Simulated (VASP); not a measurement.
# Li (Pm-3m) in VASP: further runs, part 2 of 2

VASP 6.6.1. The steps go on from the part before.

## 3. Relaxation of cell and atoms, PBE

This run uses another cell than the first one, of 23.89 Å³/atom, 1.180 times its volume.

INCAR reads:

```
SYSTEM = Li
PREC = Accurate ; ENCUT = 750
EDIFF = 1E-7 ; ISMEAR = 1
SIGMA = 0.1 ; LREAL = .False.
LASPH = .True. ; NELM = 120
ALGO = Normal ; ISIF = 3
LWAVE = .False. ; LCHARG = .False.
GGA = PE ; IBRION = 2
NSW = 80 ; EDIFFG = -0.03
GGA_COMPAT = .False. ; NELMIN = 4
```

KPOINTS reads:

```
Automatic mesh
0
Gamma
  7 7 7
  0 0 0
```

POSCAR reads:

```
Li
1.0
    2.8800000000      0.0000000000      0.0000000000
    0.0000000000      2.8800000000      0.0000000000
    0.0000000000      0.0000000000      2.8800000000
Li
1
Direct
    0.0000000000      0.0000000000      0.0000000000
```

Potentials or basis: VASP PAW PBE potentials, release 64 (Li_sv).

On the command line:

```bash
cat potpaw_PBE.64/Li_sv/POTCAR > POTCAR
mpirun -np 1 vasp_std > vasp.out
```

OUTCAR:

```text
SYSTEM = Li
   PREC = Accurate
   ENCUT = 750
   EDIFF = 1E-7
   ISMEAR = 1
   LREAL = .False.
   LASPH = .True.
   NELM = 120
   ISIF = 3
   GGA = PE
   IBRION = 2
   NSW = 80
   EDIFFG = -0.03
   NELMIN = 4

 ion  position               nearest neighbor table
   1  0.000  0.000  0.000-

  LATTYP: Found a simple cubic cell.
 ALAT       =     2.8800000000

  Lattice vectors:

 A1 = (   2.8800000000,   0.0000000000,   0.0000000000)
 A2 = (   0.0000000000,   2.8800000000,   0.0000000000)
 A3 = (   0.0000000000,   0.0000000000,   2.8800000000)

Analysis of symmetry for initial positions (statically):
=====================================================================
 Subroutine PRICEL returns:
 Original cell was already a primitive cell.

 Routine SETGRP: Setting up the symmetry group for a
 simple cubic supercell.

 Subroutine GETGRP returns: Found 48 space group operations
 (whereof 48 operations were pure point group operations)
 out of a pool of 48 trial point group operations.

The static configuration has the point symmetry O_h .

Analysis of symmetry for dynamics (positions and initial velocities):
=====================================================================
 Subroutine PRICEL returns:
 Original cell was already a primitive cell.

 Routine SETGRP: Setting up the symmetry group for a
 simple cubic supercell.

 Subroutine GETGRP returns: Found 48 space group operations
 (whereof 48 operations were pure point group operations)
 out of a pool of 48 trial point group operations.

The dynamic configuration has the point symmetry O_h .

 Subroutine INISYM returns: Found 48 space group operations
 (whereof 48 operations are pure point group operations),
 and found     1 'primitive' translations

----------------------------------------------------------------------------------------

                                     Primitive cell

  volume of cell :      23.8879

  direct lattice vectors                    reciprocal lattice vectors
     2.880000000  0.000000000  0.000000000     0.347222222  0.000000000  0.000000000
     0.000000000  2.880000000  0.000000000     0.000000000  0.347222222  0.000000000
     0.000000000  0.000000000  2.880000000     0.000000000  0.000000000  0.347222222

  length of vectors
     2.880000000  2.880000000  2.880000000     0.347222222  0.347222222  0.347222222

  position of ions in fractional coordinates (direct lattice)
     0.000000000  0.000000000  0.000000000

  ion indices of the primitive-cell ions
   primitive index   ion index
                 1           1

----------------------------------------------------------------------------------------

 KPOINTS: Automatic mesh

Automatic generation of k-mesh.
 Grid dimensions read from file:
 generate k-points for:    7    7    7

 Generating k-lattice:

  Cartesian coordinates                     Fractional coordinates (reciprocal lattice)
     0.049603175  0.000000000  0.000000000     0.142857143  0.000000000  0.000000000
     0.000000000  0.049603175  0.000000000     0.000000000  0.142857143  0.000000000
     0.000000000  0.000000000  0.049603175     0.000000000  0.000000000  0.142857143

  Length of vectors
     0.049603175  0.049603175  0.049603175

  Shift w.r.t. Gamma in fractional coordinates (k-lattice)
     0.000000000  0.000000000  0.000000000

 Subroutine IBZKPT returns following result:
 ===========================================

 Found     20 irreducible k-points:

 Following reciprocal coordinates:
            Coordinates               Weight
  0.000000  0.000000  0.000000      1.000000
  0.142857  0.000000  0.000000      6.000000
  0.285714  0.000000  0.000000      6.000000
  0.428571  0.000000  0.000000      6.000000
  0.142857  0.142857  0.000000     12.000000
  0.285714  0.142857  0.000000     24.000000
[... 12 lines left out ...]
  0.428571  0.428571  0.285714     24.000000
  0.428571  0.428571  0.428571      8.000000
   k-points           NKPTS =     20   k-points in BZ     NKDIM =     20   number of bands    NBANDS=      5
   number of dos      NEDOS =    301   number of ions     NIONS =      1
   total plane-waves  NPLWV =  21952
   dimension x,y,z NGX =    28 NGY =   28 NGZ =   28
   dimension x,y,z NGXF=    56 NGYF=   56 NGZF=   56
   ions per type =               1
   NGX,Y,Z   is equivalent  to a cutoff of  16.16, 16.16, 16.16 a.u.
   NGXF,Y,Z  is equivalent  to a cutoff of  32.33, 32.33, 32.33 a.u.
 SYSTEM =  Li
   PREC   = accura    normal or accurate (medium, high low for compatibility)
   ISTART =      0    job   : 0-new  1-cont  2-samecut
   ICHARG =      2    charge: 1-file 2-atom 10-const
   ISPIN  =      1    spin polarized calculation?
   LNONCOLLINEAR =      F non collinear calculations
   LSORBIT =      F    spin-orbit coupling
   LASPH  =      T    aspherical Exc in radial PAW
   ENCUT  =  750.0 eV  55.12 Ry    7.42 a.u.   6.43  6.43  6.43*2*pi/ulx,y,z
   NELM   =    120;   NELMIN=  4; NELMDL= -5     # of ELM steps
   EDIFF  = 0.1E-06   stopping-criterion for ELM
   LREAL  =      F    real-space projection
   EDIFFG = -.3E-01   stopping-criterion for IOM
   NSW    =     80    number of steps for IOM
   IBRION =      2    ionic relax: 0-MD 1-quasi-New 2-CG
   NFREE  =      1    steps in history (QN), initial steepest desc. (CG)
   ISIF   =      3    stress and relaxation
   ISYM   =      2    0-nonsym 1-usesym 2-fastsym
   POTIM  = 0.5000    time-step for ionic-motion
   TEBEG  =    0.0;   TEEND  =   0.0 temperature during run
   PSTRESS=    0.0 pullay stress
   NELECT =       3.0000    total number of electrons
   NUPDOWN=      -1.0000    fix difference up-down
   EMIN   =  10.00;   EMAX   =-10.00  energy-range for DOS
   EFERMI =   0.00;   METHOD = LEGACY
   ISMEAR =     1;   SIGMA  =   0.10  broadening in eV -4-tet -1-fermi 0-gaus
   EFERMI_NEDOS =   21; number of points for ismear=-14 and -15
   IALGO  =     38    algorithm
   IMIX   =      4    mixing-type and parameters
     AMIX     =   0.40;   BMIX     =  1.00
     AMIX_MAG =   1.60;   BMIX_MAG =  1.00
  volume/ion in A,a.u.               =      23.89       161.20
  Fermi-wavevector in a.u.,A,eV,Ry     =   0.819828  1.549250  9.144720  0.672118
  Thomas-Fermi vector in A             =   1.930702
   LORBIT       =      0    0 simple, 1 ext, 2 COOP (PROOUT), +10 PAW based schemes
   GGA     = PE    functional components
   LHFCALC =     F    Hartree Fock is set to
   AEXX    =    0.0000 exact exchange contribution
   IVDW    =     0    specifies the selected vdW correction
   LEPSILON=     F    determine dielectric tensor
   LRPA    =     F    only Hartree local field effects (RPA)
 conjugate gradient relaxation of ions
 non-spin polarized calculation
 Methfessel and Paxton  Order N= 1 SIGMA  =   0.10
  energy-cutoff  :      750.00
  volume of cell :       23.89
 maximum number of plane-waves:      1141
 NGX is ok and might be reduce to    28
   NGX = 13   NGY = 13   NGZ = 13

--------------------------------------- Ionic step        1  -------------------------------------------

 number of electron       2.9999995 magnetization

 Free energy of the ion-electron system (eV)
  ---------------------------------------------------
  ext. energy  EPLUGINS =         0.00000000
  ---------------------------------------------------
  free energy    TOTEN  =        -1.78063930 eV

  energy without entropy =       -1.78130650  energy(sigma->0) =       -1.78086170

 E-fermi :  -0.0022     XC(G=0):  -6.6537

 val. band max:       -0.0985241638   @ k =   0.4286   0.1429   0.1429
 cond. band min:       0.4060718987   @ k =   0.2857   0.2857   0.2857
 fundamental gap:      0.5045960625
 Fermi energy:        -0.0022364820

 k-point     1 :       0.0000    0.0000    0.0000
  band No.  band energies     occupation
      1     -46.8551      2.00000
      2      -3.1281      2.00000
      3      10.8863      0.00000
      4      10.8863      0.00000
      5      10.8863      0.00000

 k-point     2 :       0.1429    0.0000    0.0000
  band No.  band energies     occupation
      1     -46.8529      2.00000
      2      -2.8417      2.00000
      3       7.9286      0.00000
      4      11.2033      0.00000
      5      11.2033      0.00000
[... 279 lines left out ...]
  energy  without entropy=       -1.7849697579  energy(sigma->0) =       -1.78469524

--------------------------------------- Ionic step        5  -------------------------------------------

 number of electron       2.9999999 magnetization

 Free energy of the ion-electron system (eV)
  ---------------------------------------------------
  ext. energy  EPLUGINS =         0.00000000
  ---------------------------------------------------
  free energy    TOTEN  =        -1.80327101 eV

  energy without entropy =       -1.80393821  energy(sigma->0) =       -1.80349341

 E-fermi :   0.3876     XC(G=0):  -7.0463

 val. band max:        0.2912715727   @ k =   0.4286   0.1429   0.1429
 cond. band min:       0.9135582226   @ k =   0.2857   0.2857   0.2857
 fundamental gap:      0.6222866499
 Fermi energy:         0.3875592473

 k-point     1 :       0.0000    0.0000    0.0000
  band No.  band energies     occupation
      1     -46.1775      2.00000
      2      -2.9124      2.00000
      3      12.6140      0.00000
      4      12.6140      0.00000
      5      12.6140      0.00000

 k-point     2 :       0.1429    0.0000    0.0000
  band No.  band energies     occupation
      1     -46.1734      2.00000
      2      -2.6078      2.00000
      3       9.2946      0.00000
      4      12.9724      0.00000
      5      12.9724      0.00000
[... 170 lines left out ...]
  FREE ENERGIE OF THE ION-ELECTRON SYSTEM (eV)
  ---------------------------------------------------
  free  energy   TOTEN  =        -1.8032710081 eV

  energy  without entropy=       -1.8039382077  energy(sigma->0) =       -1.80349341

 reached required accuracy - stopping structural energy minimisation
```

OSZICAR:

```text
N       E                     dE             d eps       ncg     rms          rms(c)
DAV:   1     0.109072220937E+01    0.10907E+01   -0.82133E+02   200   0.513E+02
DAV:   2    -0.167069548212E+01   -0.27614E+01   -0.26788E+01   295   0.644E+01
DAV:   3    -0.177353544501E+01   -0.10284E+00   -0.10362E+00   250   0.108E+01
[... 44 lines left out ...]
DAV:   4    -0.180318232993E+01    0.77513E-03   -0.11833E-03   310   0.398E-01    0.580E-02
DAV:   5    -0.180327317348E+01   -0.90844E-04   -0.37709E-04   275   0.200E-01    0.895E-03
DAV:   6    -0.180327110686E+01    0.20666E-05   -0.63765E-06   250   0.355E-02    0.532E-03
DAV:   7    -0.180327097218E+01    0.13468E-06   -0.31498E-07   240   0.600E-03    0.226E-03
DAV:   8    -0.180327100807E+01   -0.35892E-07   -0.68565E-08   105   0.267E-03
   5 F= -.18032710E+01 E0= -.18034934E+01  d E =-.226317E-01
```

Run time: 19 s. Hardware: 1 thread of AMD EPYC 7R43 (Zen 3), shared host; peak memory 0.11 GiB.

What came out:

```
Free energy                            : -1.8033 eV
Relaxed volume                         : 20.23 Å³/atom
Relaxed cell                           : a = 2.725 Å, b = 2.725 Å, c = 2.725 Å, α = 90.00°, β = 90.00°, γ = 90.00°
Space group after relaxing (to 0.05 Å) : Pm-3m (No. 221)
Energy gained by relaxing              : 22.6 meV/atom
Ionic steps                            : 5
Pressure after relaxing                : -0.1 GPa
```

Step by step:
| step | energy change (eV) | largest force (eV/Å) | pressure (GPa) | volume (Å³) |
| --- | --- | --- | --- | --- |
| 1 | 0.0000 | 0.0000 | -1.70 | 23.89 |
| 2 | -0.0085 | 0.0000 | -1.42 | 23.02 |
| 3 | -0.0199 | 0.0000 | -0.53 | 21.05 |
| 4 | -0.0039 | 0.0000 | 2.30 | 17.46 |
| 5 | -0.0226 | 0.0000 | -0.08 | 20.23 |

Final structure:
```
CELL_PARAMETERS angstrom
2.72496 0.00000 0.00000
0.00000 2.72496 0.00000
0.00000 0.00000 2.72496
ATOMIC_POSITIONS crystal
Li 0.00000 0.00000 0.00000
```

Caveat: the volume moved by over 15 % at a fixed basis, so the end points are rough.
